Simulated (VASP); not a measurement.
WC, 2 atoms in the cell. Symmetry: Fm-3m, No. 225, cubic system. The conventional cell has a = 4.385 Å, b = 4.385 Å, c = 4.385 Å, α = 90.00°, β = 90.00°, γ = 90.00°. Within 2.9 Å of W (site symmetry m-3m) lie 6 C at 2.19 Å. C (site symmetry m-3m) has 6 W at 2.19 Å within 2.9 Å. 

| Quantity | Value |
| --- | --- |
| Program | VASP 6.6.1 |
| Task | single point |
| Functional | HSE06 |
| Potentials or basis | VASP PAW PBE potentials, release 64 (W_sv, C) |
| Cutoff | 520 eV |
| k mesh | 6 × 6 × 6 |
| Occupations | fermi-dirac, width 0.05 eV |
| Spin | no spin polarisation |
| Dipole correction | no |
| Grid for exact exchange (PRECFOCK) | Normal |
| Further INCAR settings | ALGO = Normal; EDIFF = 1e-07; NBANDS = 16 |
| Share of exact exchange | 0.25 |
| Screening parameter | 0.2079 1/Å |

Potentials or basis: VASP PAW PBE potentials, release 64 (W_sv, C).

Command:

```sh
$ cat potpaw_PBE.64/W_sv/POTCAR potpaw_PBE.64/C/POTCAR > POTCAR
$ cp INCAR.step1 INCAR
$ mpirun -np 1 vasp_std > vasp.out
$ cp INCAR.step2 INCAR
$ mpirun -np 1 vasp_std > vasp.out
```

Hardware: 1 thread of AMD EPYC 7R43 64-Core Processor (Zen 3), on a shared host.

Question: How long does it take, and how much memory?

Answer: Run time: 47 min on 1 thread of AMD EPYC 7R43 64-Core Processor (Zen 3), on a shared host, peak memory 0.22 GiB. Counts: k points 16.
